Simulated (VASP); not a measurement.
# Sn (Im-3m) in VASP: notebook

Runs on Sn. Level: PBEsol. Tasks: single point.

Everything below comes from runs of VASP 6.6.1. Logs are shortened: lines on timing, memory, paths and dates and some standing lists are left out, and cuts for length are marked.

### Step 1. The cell of the first run

The structure is cubic, space group Im-3m (No. 229). The conventional cell has a = 3.814 Å, b = 3.814 Å, c = 3.814 Å, α = 90.00°, β = 90.00°, γ = 90.00°. Within 4.3 Å of Sn (site symmetry m-3m) lie 14 Sn at 3.30 to 3.81 Å.

### Step 2. Single point, PBEsol

INCAR

```
SYSTEM = Sn
PREC = Accurate
ENCUT = 520
EDIFF = 1E-6
ISMEAR = 1
SIGMA = 0.1
LREAL = .FALSE.
LASPH = .TRUE.
NELM = 60
ALGO = Normal
ISIF = 2
LWAVE = .FALSE.
LCHARG = .FALSE.
GGA = PS
NBANDS = 13
```

KPOINTS

```
Automatic mesh
0
G
  11 11 11
  0 0 0
```

POSCAR

```
Sn
1.0
   -1.9071995487      1.9071995487      1.9071995487
    1.9071995487     -1.9071995487      1.9071995487
    1.9071995487      1.9071995487     -1.9071995487
Sn
1
Direct
    0.0000000000      0.0000000000      0.0000000000
```

Potentials or basis: VASP PAW PBE potentials, release 64 (Sn_d).

The run is started by

```
$ cat potpaw_PBE.64/Sn_d/POTCAR > POTCAR
$ mpirun -np 1 vasp_std > vasp.out
```

OUTCAR:

```text
SYSTEM = Sn
   PREC = Accurate
   ENCUT = 520
   EDIFF = 1E-6
   ISMEAR = 1
   LREAL = .FALSE.
   LASPH = .TRUE.
   NELM = 60
   ISIF = 2
   GGA = PS

 ion  position               nearest neighbor table
   1  0.000  0.000  0.000-

  LATTYP: Found a body centered cubic cell.
 ALAT       =     3.8143990974

  Lattice vectors:

 A1 = (  -1.9071995487,   1.9071995487,   1.9071995487)
 A2 = (   1.9071995487,  -1.9071995487,   1.9071995487)
 A3 = (   1.9071995487,   1.9071995487,  -1.9071995487)

Analysis of symmetry for initial positions (statically):
=====================================================================
 Subroutine PRICEL returns:
 Original cell was already a primitive cell.

 Routine SETGRP: Setting up the symmetry group for a
 body centered cubic supercell.

 Subroutine GETGRP returns: Found 48 space group operations
 (whereof 48 operations were pure point group operations)
 out of a pool of 48 trial point group operations.

The static configuration has the point symmetry O_h .

Analysis of symmetry for dynamics (positions and initial velocities):
=====================================================================
 Subroutine PRICEL returns:
 Original cell was already a primitive cell.

 Routine SETGRP: Setting up the symmetry group for a
 body centered cubic supercell.

 Subroutine GETGRP returns: Found 48 space group operations
 (whereof 48 operations were pure point group operations)
 out of a pool of 48 trial point group operations.

The dynamic configuration has the point symmetry O_h .

 Subroutine INISYM returns: Found 48 space group operations
 (whereof 48 operations are pure point group operations),
 and found     1 'primitive' translations

----------------------------------------------------------------------------------------

                                     Primitive cell

  volume of cell :      27.7491

  direct lattice vectors                    reciprocal lattice vectors
    -1.907199549  1.907199549  1.907199549     0.000000000  0.262164492  0.262164492
     1.907199549 -1.907199549  1.907199549     0.262164492  0.000000000  0.262164492
     1.907199549  1.907199549 -1.907199549     0.262164492  0.262164492  0.000000000

  length of vectors
     3.303366519  3.303366519  3.303366519     0.370756580  0.370756580  0.370756580

  position of ions in fractional coordinates (direct lattice)
     0.000000000  0.000000000  0.000000000

  ion indices of the primitive-cell ions
[... 82 lines left out ...]
   POTIM  = 0.5000    time-step for ionic-motion
   TEBEG  =    0.0;   TEEND  =   0.0 temperature during run
   PSTRESS=    0.0 pullay stress
   NELECT =      14.0000    total number of electrons
   NUPDOWN=      -1.0000    fix difference up-down
   EMIN   =  10.00;   EMAX   =-10.00  energy-range for DOS
   EFERMI =   0.00;   METHOD = LEGACY
   ISMEAR =     1;   SIGMA  =   0.10  broadening in eV -4-tet -1-fermi 0-gaus
   EFERMI_NEDOS =   21; number of points for ismear=-14 and -15
   IALGO  =     38    algorithm
   IMIX   =      4    mixing-type and parameters
     AMIX     =   0.40;   BMIX     =  1.00
     AMIX_MAG =   1.60;   BMIX_MAG =  1.00
  volume/ion in A,a.u.               =      27.75       187.26
  Fermi-wavevector in a.u.,A,eV,Ry     =   1.303271  2.462825 23.109701  1.698515
  Thomas-Fermi vector in A             =   2.434284
   LORBIT       =      0    0 simple, 1 ext, 2 COOP (PROOUT), +10 PAW based schemes
   GGA     = PS    functional components
   LHFCALC =     F    Hartree Fock is set to
   AEXX    =    0.0000 exact exchange contribution
   IVDW    =     0    specifies the selected vdW correction
   LEPSILON=     F    determine dielectric tensor
   LRPA    =     F    only Hartree local field effects (RPA)
 non-spin polarized calculation
 Methfessel and Paxton  Order N= 1 SIGMA  =   0.10
  energy-cutoff  :      520.00
  volume of cell :       27.75
 maximum number of plane-waves:       767
 NGX is ok and might be reduce to    28
   NGX = 13   NGY = 13   NGZ = 13

 number of electron      13.9999997 magnetization

 Free energy of the ion-electron system (eV)
  ---------------------------------------------------
  ext. energy  EPLUGINS =         0.00000000
  ---------------------------------------------------
  free energy    TOTEN  =        -4.21064764 eV

  energy without entropy =       -4.21066185  energy(sigma->0) =       -4.21065238

 E-fermi :   7.7064     XC(G=0): -10.4072

 val. band max:        7.6823204773   @ k =  -0.2727   0.3636   0.1818
 cond. band min:       7.7182653270   @ k =  -0.4545   0.4545   0.3636
 fundamental gap:      0.0359448497
 Fermi energy:         7.7064421088

 k-point     1 :       0.0000    0.0000    0.0000
  band No.  band energies     occupation
      1     -13.7447      2.00000
      2     -13.7447      2.00000
      3     -13.7447      2.00000
      4     -13.6131      2.00000
      5     -13.6131      2.00000
      6      -3.2667      2.00000
      7      15.4441      0.00000
      8      15.4441      0.00000
      9      15.4441      0.00000
     10      19.7580      0.00000
     11      19.7580      0.00000
     12      19.7580      0.00000
     13      20.2843      0.00000
[... 354 lines left out ...]
  band No.  band energies     occupation
      1     -13.7563      2.00000
      2     -13.6951      2.00000
      3     -13.6224      2.00000
      4     -13.6190      2.00000
      5     -13.5877      2.00000
      6       1.8721      2.00000
      7       4.2955      2.00000
      8       7.5718      2.06705
      9       9.8183      0.00000
     10      19.6785      0.00000
     11      21.4486      0.00000
     12      22.8356      0.00000
     13      23.3819      0.00000

 [... further k-points ...]

------------------------ aborting loop because EDIFF is reached ----------------------------------------

  FORCE on cell =-STRESS in cart. coord.  units (eV):
  Direction    XX          YY          ZZ          XY          YZ          ZX
  --------------------------------------------------------------------------------------
  -------------------------------------------------------------------------------------
  Total       -0.4384721     -0.4384721     -0.4384721     -0.0000000      0.0000000     -0.0000000
  in kB      -25.3165305    -25.3165305    -25.3165305     -0.0000000      0.0000000     -0.0000000
  external PRESSURE =     -25.3165305 kB  Pullay stress =       0.0000000 kB

 VOLUME and BASIS-vectors are now :
 -----------------------------------------------------------------------------
  energy-cutoff  :      520.00
  volume of cell :       27.75
      direct lattice vectors                 reciprocal lattice vectors
    -1.907199549  1.907199549  1.907199549     0.000000000  0.262164492  0.262164492
     1.907199549 -1.907199549  1.907199549     0.262164492  0.000000000  0.262164492
     1.907199549  1.907199549 -1.907199549     0.262164492  0.262164492  0.000000000

 POSITION                                       TOTAL-FORCE (eV/Angst)
 -----------------------------------------------------------------------------------
      0.00000      0.00000      0.00000         0.000000      0.000000     -0.000000
 -----------------------------------------------------------------------------------
    total drift:                               -0.000000     -0.000000     -0.000000

  FREE ENERGIE OF THE ION-ELECTRON SYSTEM (eV)
  ---------------------------------------------------
  free  energy   TOTEN  =        -4.2106476450 eV

  energy  without entropy=       -4.2106618513  energy(sigma->0) =       -4.21065238
```

OSZICAR:

```text
N       E                     dE             d eps       ncg     rms          rms(c)
DAV:   1     0.800937484075E+02    0.80094E+02   -0.70770E+03  1499   0.160E+03
DAV:   2     0.144676468263E+01   -0.78647E+02   -0.76123E+02  1551   0.342E+02
DAV:   3    -0.411357425296E+01   -0.55603E+01   -0.55404E+01  1749   0.744E+01
DAV:   4    -0.422566800850E+01   -0.11209E+00   -0.11207E+00  1721   0.111E+01
DAV:   5    -0.422982288227E+01   -0.41549E-02   -0.41548E-02  1876   0.207E+00    0.129E+00
DAV:   6    -0.421510498136E+01    0.14718E-01   -0.16796E-02  1841   0.224E+00    0.690E-01
DAV:   7    -0.421089809183E+01    0.42069E-02   -0.89275E-03  1834   0.154E+00    0.115E-01
DAV:   8    -0.421064683321E+01    0.25126E-03   -0.68466E-04  1814   0.442E-01    0.211E-02
DAV:   9    -0.421064712673E+01   -0.29352E-06   -0.12848E-05  2048   0.421E-02    0.132E-02
DAV:  10    -0.421064764499E+01   -0.51827E-06   -0.88490E-07  1254   0.955E-03
   1 F= -.42106476E+01 E0= -.42106524E+01  d E =0.142063E-04
```

stdout:

```text
POSCAR found type information on POSCAR Sn
 POSCAR found :  1 types and       1 ions
 scaLAPACK will be used
 -----------------------------------------------------------------------------
|                                                                             |
|                                                                             |
|     You enforced a specific xc type in the INCAR file but a different       |
|     I HOPE YOU KNOW WHAT YOU ARE DOING!                                     |
|                                                                             |
 -----------------------------------------------------------------------------

 LDA part: xc-table for (Slater+PW92), standard interpolation
 POSCAR, INCAR and KPOINTS ok, starting setup
 FFT: planning ... GRIDC
 FFT: planning ... GRID_SOFT
 FFT: planning ... GRID
 WAVECAR not read
 entering main loop
```

Wall time 16 s (1 thread of Intel Xeon 6975P-C, shared host); peak memory 0.17 GiB.

Results:

```
Free energy            : -4.2106 eV
Pressure               : -2.5 GPa
Band gap on the k mesh : zero (band 7 reaches 15.44 eV, above the bottom of band 8 at 5.36 eV)
```

Caveat: the PAW data sets were made with another functional, which shifts forces and pressure a little; spin-orbit coupling is left out, which moves the levels of the heavy elements.

### Step 3. Single point, PBEsol

This run uses another cell than the first one, of 28.29 Å³/atom, 1.020 times its volume.

INCAR

```
ALGO = Normal
EDIFF = 1E-6
ENCUT = 520
GGA = PS
ISIF = 2
ISMEAR = 1
LASPH = T
LCHARG = T
LELF = T
LREAL = F
LVHAR = T
LWAVE = F
NBANDS = 13
NELM = 60
PREC = Accurate
SIGMA = 0.1
```

KPOINTS

```
k-points
0
Gamma
  11 11 11
```

POSCAR

```
Sn
1.0
   -1.9195843084      1.9195843084      1.9195843084
    1.9195843084     -1.9195843084      1.9195843084
    1.9195843084      1.9195843084     -1.9195843084
Sn
1
Direct
    0.0000000000      0.0000000000      0.0000000000
```

Potentials or basis: VASP PAW PBE potentials, release 64 (Sn_d).

The run is started by

```
$ cat potpaw_PBE.64/Sn_d/POTCAR > POTCAR
$ mpirun -np 1 vasp_std > vasp.out
```

It took 17 s on 1 thread of Intel Xeon 6975P-C, shared host; peak memory 0.16 GiB.

Results (log left out):

- Free energy: -4.2008 eV
- Pressure: -3.3 GPa
- Band gap on the k mesh: zero (band 7 reaches 15.04 eV, above the bottom of band 8 at 5.20 eV)

Levels at points of the mesh, in eV from the Fermi level:
```csv
k point,band 5,band 6,band 7,band 8,band 9,band 10
"(0.00, 0.00, 0.00)",-21.31,-10.83,7.57,7.57,7.57,12.02
```

Caveat: the PAW data sets were made with another functional, which shifts forces and pressure a little; spin-orbit coupling is left out, which moves the levels of the heavy elements.

### Step 4. Single point, PBEsol

This run uses another cell than the first one, of 28.84 Å³/atom, 1.039 times its volume.

INCAR

```
PREC     = Accurate       # precision mode
ENCUT    = 520            # plane-wave cutoff, eV
EDIFF    = 1E-6           # SCF threshold, eV
ISMEAR   = 1              # smearing method
SIGMA    = 0.1            # smearing width, eV
LREAL    = F              # projectors in reciprocal space
LASPH    = T              # aspherical terms in the spheres
NELM     = 80             # most SCF steps
ALGO     = Normal         # electronic algorithm
ISIF     = 2              # what is computed and relaxed
LWAVE    = F              # write WAVECAR
LCHARG   = T              # write CHGCAR
GGA      = PS             # functional
LELF     = T              # ELF
LVHAR    = T            
NBANDS   = 13             # bands
```

KPOINTS

```
regular mesh
0
Gamma
  11 11 11
```

POSCAR

```
Sn
1.0
   -1.9318112897      1.9318112897      1.9318112897
    1.9318112897     -1.9318112897      1.9318112897
    1.9318112897      1.9318112897     -1.9318112897
Sn
1
Direct
    0.0000000000      0.0000000000      0.0000000000
```

The run is started by

```
$ cat potpaw_PBE.64/Sn_d/POTCAR > POTCAR
$ mpirun -np 1 vasp_std > vasp.out
```

Run time: 14 s. Hardware: 1 thread of Intel Xeon 6975P-C, shared host; peak memory 0.16 GiB.

It converged, with:

```
Free energy            : -4.1885 eV
Pressure               : -4.0 GPa
Band gap on the k mesh : zero (band 7 reaches 14.65 eV, above the bottom of band 8 at 5.03 eV)
```

Levels at points of the mesh, in eV from the Fermi level:
```
           k point  band 4  band 5  band 6  band 7  band 8  band 9  band 10  band 11
(0.00, 0.00, 0.00)  -21.30  -21.30  -10.69    7.41    7.41    7.41    11.98    11.98
```

Caveat: the PAW data sets were made with another functional, which shifts forces and pressure a little; spin-orbit coupling is left out, which moves the levels of the heavy elements.

### Step 5. The runs side by side

| cell | gap on the mesh (eV) | pressure (GPa) |
| --- | --- | --- |
| a = 3.303 Å, angles 109.5°, 1 atom | none | -2.5 |
| a = 3.325 Å, angles 109.5°, 1 atom | none | -3.3 |
| a = 3.346 Å, angles 109.5°, 1 atom | none | -4.0 |

Alike in all rows: task single point; level PBEsol; potentials or basis VASP PAW PBE potentials, release 64 (Sn_d); no spin polarisation; k mesh 11 × 11 × 11; cutoff (eV) 520; smearing methfessel-paxton 0.1 eV.

Caveats: the PAW data sets were made with another functional, which shifts forces and pressure a little; spin-orbit coupling is left out, which moves the levels of the heavy elements.

Absolute energies hang on the potentials; compare differences alone.
